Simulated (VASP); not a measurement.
Set up this calculation in VASP 6.6.1, as the native input.

* Task: single point
* Functional: PBEsol
* Potentials or basis: VASP PAW PBE potentials, release 64 (Pt)
* Cutoff: 520 eV
* k mesh: 20 × 20 × 20
* Occupations: gaussian, width 0.15 eV
* Spin: no spin polarisation
* Dipole correction: no
* Further INCAR settings: ALGO = Fast; EDIFF = 1e-06; NBANDS = 11

The structure of Pt lies in POSCAR:

```
Pt
1.0
   -1.7945086294      1.3263759434      1.5604422864
    1.3263759434     -1.7945086294      1.5604422864
    1.7945086294      1.7945086294     -2.0285749723
Pt
1
Direct
    0.0000000000      0.0000000000      0.0000000000
```

This cell differs from its parent crystal: engineering shear strain xz -0.3000, engineering shear strain yz -0.3000.

One way to write it, as run:

INCAR

```
PREC = Accurate
ENCUT = 520
EDIFF = 1E-6
ISMEAR = 0
SIGMA = 0.15
LREAL = False
LASPH = True
NELM = 60
ALGO = Fast
ISIF = 2
LWAVE = False
LCHARG = False
GGA = PS
NBANDS = 11
```

KPOINTS

```
regular mesh
0
Gamma
  20 20 20
```

Potentials or basis: VASP PAW PBE potentials, release 64 (Pt).

Launch:

```console
$ cat potpaw_PBE.64/Pt/POTCAR > POTCAR
$ mpirun -np 1 vasp_std > vasp.out
```

It gave:

The pressure is 76.5 GPa. The band gap on the k mesh is zero (bands 5 and 6 overlap by 5.31 eV).

Caveat: the cell differs from its parent crystal (engineering shear strain xz -0.3000, engineering shear strain yz -0.3000); the cell stands under pressure; the PAW data sets were made with another functional, which shifts forces and pressure a little; spin-orbit coupling is left out, which moves the levels of the heavy elements.

Run time: 3.7 min on 1 thread of Intel(R) Xeon(R) Platinum 8375C CPU @ 2.90GHz (Ice Lake), with other jobs on the host, peak memory 0.43 GiB.
